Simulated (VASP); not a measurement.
# MnO (Fm-3m) in VASP: a series of runs, part 2 of 2

VASP 6.6.1. The steps go on from the part before.

### Step 3. Single point, LDA, collinear spin, ferromagnetic start

This run uses another cell than the first one, of 11.44 Å³/atom.

Input file INCAR:

```
PREC     = Accurate       # precision mode
ENCUT    = 700            # plane-wave cutoff, eV
EDIFF    = 1E-6           # SCF threshold, eV
ISMEAR   = -1             # smearing method
SIGMA    = 0.05           # smearing width, eV
LREAL    = F              # projectors in reciprocal space
LASPH    = T              # aspherical terms in the spheres
NELM     = 200            # most SCF steps
ALGO     = Normal         # electronic algorithm
ISIF     = 2              # what is computed and relaxed
LWAVE    = F              # write WAVECAR
LCHARG   = F              # write CHGCAR
ISPIN    = 2              # spin polarisation
MAGMOM   = 4 0            # initial moments
LORBIT   = 11             # projections on sites
LMAXMIX  = 4              # l up to which the mixer works
NBANDS   = 22             # bands
GGA_COMPAT= F
```

Input file KPOINTS:

```
Automatic mesh
0
Gamma
  10 10 10
```

Input file POSCAR:

```
MnO
1.0
    0.0000000000      2.2531730023      2.2531730023
    2.2531730023      0.0000000000      2.2531730023
    2.2531730023      2.2531730023      0.0000000000
Mn O
1 1
Direct
    0.0000000000      0.0000000000      0.0000000000
    0.5000000000      0.5000000000      0.5000000000
```

Potentials or basis: VASP PAW LDA potentials, release 64 (Mn_sv, O).

Command:

```sh
$ cat potpaw_LDA.64/Mn_sv/POTCAR potpaw_LDA.64/O/POTCAR > POTCAR
$ mpirun -np 1 vasp_std > vasp.out
```

OUTCAR:

```text
PREC = Accurate
   ENCUT = 700
   EDIFF = 1E-6
   ISMEAR = -1
   LREAL = F
   LASPH = T
   NELM = 200
   ISIF = 2
   ISPIN = 2
   LORBIT = 11

 ion  position               nearest neighbor table
   1  0.000  0.000  0.000-   2 2.25   2 2.25   2 2.25   2 2.25   2 2.25   2 2.25
   2  0.500  0.500  0.500-   1 2.25   1 2.25   1 2.25   1 2.25   1 2.25   1 2.25

  LATTYP: Found a face centered cubic cell.
 ALAT       =     4.5063460046

  Lattice vectors:

 A1 = (   0.0000000000,   2.2531730023,   2.2531730023)
 A2 = (   2.2531730023,   0.0000000000,   2.2531730023)
 A3 = (   2.2531730023,   2.2531730023,   0.0000000000)

Analysis of symmetry for initial positions (statically):
=====================================================================
 Subroutine PRICEL returns:
 Original cell was already a primitive cell.

 Routine SETGRP: Setting up the symmetry group for a
 face centered cubic supercell.

 Subroutine GETGRP returns: Found 48 space group operations
 (whereof 48 operations were pure point group operations)
 out of a pool of 48 trial point group operations.

The static configuration has the point symmetry O_h .

Analysis of symmetry for dynamics (positions and initial velocities):
=====================================================================
 Subroutine PRICEL returns:
 Original cell was already a primitive cell.

 Routine SETGRP: Setting up the symmetry group for a
 face centered cubic supercell.

 Subroutine GETGRP returns: Found 48 space group operations
 (whereof 48 operations were pure point group operations)
 out of a pool of 48 trial point group operations.

The dynamic configuration has the point symmetry O_h .

Analysis of structural, dynamic, and magnetic symmetry:
=====================================================================
 Subroutine PRICEL returns:
 Original cell was already a primitive cell.

 Routine SETGRP: Setting up the symmetry group for a
[... 147 lines left out ...]
  ext. energy  EPLUGINS =         0.00000000
  ---------------------------------------------------
  free energy    TOTEN  =       -17.53469975 eV

  energy without entropy =      -17.52343725  energy(sigma->0) =      -17.52906850

 E-fermi :   8.2586     XC(G=0): -12.2277

 val. band max:        8.2547715449   @ k =  -0.3000   0.3000   0.0000
 cond. band min:       8.2751853085   @ k =  -0.4000   0.2000   0.0000
 fundamental gap:      0.0204137636
 Fermi energy:         8.2585698055

 spin component 1

 k-point     1 :       0.0000    0.0000    0.0000
  band No.  band energies     occupation
      1     -72.2246      1.00000
      2     -41.4326      1.00000
      3     -41.4326      1.00000
      4     -41.4326      1.00000
      5     -11.4176      1.00000
      6       4.6268      1.00000
[... 589 lines left out ...]
     21      34.0404      0.00000
     22      35.1207      0.00000

 [... further k-points ...]

 spin component 2

 k-point     1 :       0.0000    0.0000    0.0000
  band No.  band energies     occupation
      1     -67.9173      1.00000
      2     -37.2417      1.00000
      3     -37.2417      1.00000
      4     -37.2417      1.00000
      5     -10.9660      1.00000
      6       5.0553      1.00000
[... 589 lines left out ...]
     21      35.0004      0.00000
     22      35.9903      0.00000

 [... further k-points ...]

------------------------ aborting loop because EDIFF is reached ----------------------------------------

  FORCE on cell =-STRESS in cart. coord.  units (eV):
  Direction    XX          YY          ZZ          XY          YZ          ZX
  --------------------------------------------------------------------------------------
  -------------------------------------------------------------------------------------
  Total       -2.9459052     -2.9459052     -2.9459052      0.0000000      0.0000000     -0.0000000
  in kB     -206.3078415   -206.3078415   -206.3078415      0.0000000      0.0000000     -0.0000000
  external PRESSURE =    -206.3078415 kB  Pullay stress =       0.0000000 kB

 VOLUME and BASIS-vectors are now :
 -----------------------------------------------------------------------------
  energy-cutoff  :      700.00
  volume of cell :       22.88
      direct lattice vectors                 reciprocal lattice vectors
     0.000000000  2.253173002  2.253173002    -0.221909281  0.221909281  0.221909281
     2.253173002  0.000000000  2.253173002     0.221909281 -0.221909281  0.221909281
     2.253173002  2.253173002  0.000000000     0.221909281  0.221909281 -0.221909281

 POSITION                                       TOTAL-FORCE (eV/Angst)
 -----------------------------------------------------------------------------------
      0.00000      0.00000      0.00000        -0.000000     -0.000000     -0.000000
      2.25317      2.25317      2.25317         0.000000      0.000000      0.000000
 -----------------------------------------------------------------------------------
    total drift:                                0.000000      0.000000      0.000000

  FREE ENERGIE OF THE ION-ELECTRON SYSTEM (eV)
  ---------------------------------------------------
  free  energy   TOTEN  =       -17.5346997461 eV

  energy  without entropy=      -17.5234372475  energy(sigma->0) =      -17.52906850

 total charge

# of ion       s       p       d       tot
------------------------------------------
    1        2.113   6.007   4.677  12.796
    2        1.546   3.365   0.000   4.911
--------------------------------------------------
tot          3.658   9.372   4.677  17.707

 magnetization (x)

# of ion       s       p       d       tot
------------------------------------------
    1        0.021   0.011   4.009   4.041
    2        0.028   0.164   0.000   0.192
--------------------------------------------------
tot          0.049   0.176   4.009   4.233
```

OSZICAR:

```text
N       E                     dE             d eps       ncg     rms          rms(c)
DAV:   1     0.300005129893E+03    0.30001E+03   -0.12741E+04  4468   0.144E+03
DAV:   2    -0.181715932324E+01   -0.30182E+03   -0.28313E+03  4202   0.451E+02
DAV:   3    -0.188416449577E+02   -0.17024E+02   -0.16689E+02  5760   0.126E+02
DAV:   4    -0.198761086590E+02   -0.10345E+01   -0.10244E+01  6608   0.251E+01
DAV:   5    -0.198837652100E+02   -0.76566E-02   -0.76555E-02  5344   0.219E+00    0.131E+01
DAV:   6    -0.181067500193E+02    0.17770E+01   -0.11154E+01  6664   0.468E+01    0.192E+01
DAV:   7    -0.175715990497E+02    0.53515E+00   -0.16374E+00  6630   0.262E+01    0.900E+00
DAV:   8    -0.175567442791E+02    0.14855E-01   -0.10749E-01  5344   0.296E+00    0.497E+00
DAV:   9    -0.175314251701E+02    0.25319E-01   -0.51169E-02  6564   0.336E+00    0.130E+00
DAV:  10    -0.175347751250E+02   -0.33500E-02   -0.72991E-03  6274   0.130E+00    0.200E-01
DAV:  11    -0.175346731124E+02    0.10201E-03   -0.17079E-03  5434   0.417E-01    0.192E-01
DAV:  12    -0.175346898412E+02   -0.16729E-04   -0.50912E-05  5940   0.869E-02    0.502E-02
DAV:  13    -0.175346959444E+02   -0.61032E-05   -0.10031E-05  5876   0.332E-02    0.230E-02
DAV:  14    -0.175346998890E+02   -0.39446E-05   -0.16129E-06  4886   0.117E-02    0.502E-03
DAV:  15    -0.175346997461E+02    0.14291E-06   -0.30612E-07  2904   0.564E-03
   1 F= -.17534700E+02 E0= -.17529068E+02  d E =-.112625E-01  mag=     4.6565
```

stdout:

```text
POSCAR found type information on POSCAR MnO
 POSCAR found :  2 types and       2 ions
 scaLAPACK will be used
 LDA part: xc-table for (Slater(with rela. corr.)+CA(PZ))
 , standard interpolation
 POSCAR, INCAR and KPOINTS ok, starting setup
 FFT: planning ... GRIDC
 FFT: planning ... GRID_SOFT
 FFT: planning ... GRID
 WAVECAR not read
 entering main loop
```

Wall time 79 s (1 thread of Intel Xeon Platinum 8124M at 3.00GHz (Skylake/Cascade Lake), shared host); peak memory 0.18 GiB.

What came out:

- Free energy: -17.5347 eV
- Pressure: -20.6 GPa
- Net moment: 4.66 μB per cell
- Site moments: Mn +4.04; O +0.19 μB
- Valence electrons inside the program's atomic spheres: Mn 12.80; O 4.91

Caveat: the cell stands under tension; a cell with one magnetic atom can't hold antiferromagnetic order, which such compounds often take; semilocal functionals often make such compounds metallic where correlation or magnetic order opens a gap, which also shifts bond lengths.

### Step 4. Single point, B3LYP5, collinear spin, ferromagnetic start

This run uses another cell than the first one, of 11.22 Å³/atom.

Input file POSCAR:

```
MnO
1.0
    0.0000000000      2.2386359976      2.2386359976
    2.2386359976      0.0000000000      2.2386359976
    2.2386359976      2.2386359976      0.0000000000
Mn O
1 1
Direct
    0.0000000000      0.0000000000      0.0000000000
    0.5000000000      0.5000000000      0.5000000000
```

Input file INCAR.step1:

```
SYSTEM = MnO
ALGO = Normal ; EDIFF = 1E-5
ENCUT = 520 ; GGA = PE
ISIF = 2 ; ISMEAR = -1
ISPIN = 2 ; LASPH = .True.
LCHARG = .False. ; LMAXMIX = 4
LORBIT = 11 ; LREAL = .False.
LWAVE = .True. ; MAGMOM = 4 0
NBANDS = 20 ; NELM = 150
PREC = Accurate ; SIGMA = 0.05
```

Input file INCAR.step2:

```
SYSTEM = MnO
AEXX = 0.2 ; AGGAC = 0.81
AGGAX = 0.72 ; ALDAC = 0.19
ALGO = Normal ; EDIFF = 1E-6
ENCUT = 520 ; GGA = B5
ISIF = 2 ; ISMEAR = -1
ISPIN = 2 ; ISTART = 1
LASPH = .True. ; LCHARG = .False.
LHFCALC = .True. ; LMAXMIX = 4
LORBIT = 11 ; LREAL = .False.
LWAVE = .False. ; MAGMOM = 4 0
NBANDS = 20 ; NELM = 150
PREC = Accurate ; PRECFOCK = Normal
SIGMA = 0.05
```

Input file KPOINTS:

```
k-points
0
Gamma
  5 5 5
  0 0 0
```

Potentials or basis: VASP PAW PBE potentials, release 64 (Mn_pv, O).

Command:

```sh
$ cat potpaw_PBE.64/Mn_pv/POTCAR potpaw_PBE.64/O/POTCAR > POTCAR
$ cp INCAR.step1 INCAR
$ mpirun -np 1 vasp_std > vasp.out
$ cp INCAR.step2 INCAR
$ mpirun -np 1 vasp_std > vasp.out
```

It took 16 min on 1 thread of AMD EPYC 7R13 (Zen 3), shared host; peak memory 0.13 GiB.

It converged, with:

```
Free energy                                           : -22.6883 eV
Pressure                                              : 2.5 GPa
Band gap on the k mesh                                : 2.06 eV (least direct gap 4.52 eV)
Net moment                                            : 5.00 μB per cell
Site moments                                          : Mn +4.56; O +0.23 μB
Valence electrons inside the program's atomic spheres : Mn 11.33; O 5.03
```

Levels at points of the mesh, in eV from the valence-band top:
Spin up:
| k point | band 9 | band 10 | band 11 | band 12 | band 13 | band 14 | band 15 | band 16 |
| --- | --- | --- | --- | --- | --- | --- | --- | --- |
| (0.00, 0.00, 0.00) | -3.20 | -3.20 | -3.19 | -3.19 | 2.06 | 17.10 | 19.07 | 19.07 |
Spin down:
```
           k point  band 5  band 6  band 7  band 8  band 9  band 10
(0.00, 0.00, 0.00)   -2.52   -2.52   -2.52    3.19    4.08     4.08
```

Caveat: the k points lie up to 0.49 Å⁻¹ apart; the PAW data sets were made with another functional, which shifts forces and pressure a little; an odd mesh through Γ misses points on the zone boundary, where band edges can lie; a cell with one magnetic atom can't hold antiferromagnetic order, which such compounds often take.

### Step 5. Summary

```csv
level,potentials or basis,cell,k mesh,cutoff (eV),grid for exact exchange (PRECFOCK),share of exact exchange,gap on the mesh (eV),pressure (GPa),moment (μB)
B3LYP5,"VASP PAW PBE potentials, release 64 (Mn_pv, O)","a = 3.081 Å, angles 60.0°, 2 atoms",5 × 5 × 5,520,Normal,0.2,1.84,18.6,5.00
LDA,"VASP PAW LDA potentials, release 64 (Mn_sv, O)","a = 3.186 Å, angles 60.0°, 2 atoms",10 × 10 × 10,700,-,-,none,-20.6,4.66
B3LYP5,"VASP PAW PBE potentials, release 64 (Mn_pv, O)","a = 3.166 Å, angles 60.0°, 2 atoms",5 × 5 × 5,520,Normal,0.2,2.06,2.5,5.00
```

Alike in all rows: task single point; spin collinear, ferromagnetic start; smearing fermi-dirac 0.05 eV.

Caveats: some runs use coarse meshes; a cell with one magnetic atom can't hold antiferromagnetic order, which such compounds often take; the PAW data sets were made with another functional, which shifts forces and pressure a little (at least some runs); an odd mesh through Γ misses points on the zone boundary, where band edges can lie (at least some runs); the cell stands under tension (at least some runs); semilocal functionals often make such compounds metallic where correlation or magnetic order opens a gap, which also shifts bond lengths (at least some runs).

Absolute energies hang on the potentials; compare differences alone.

The gap in the log of VASP goes by the Fermi energy; the results here count the filled bands.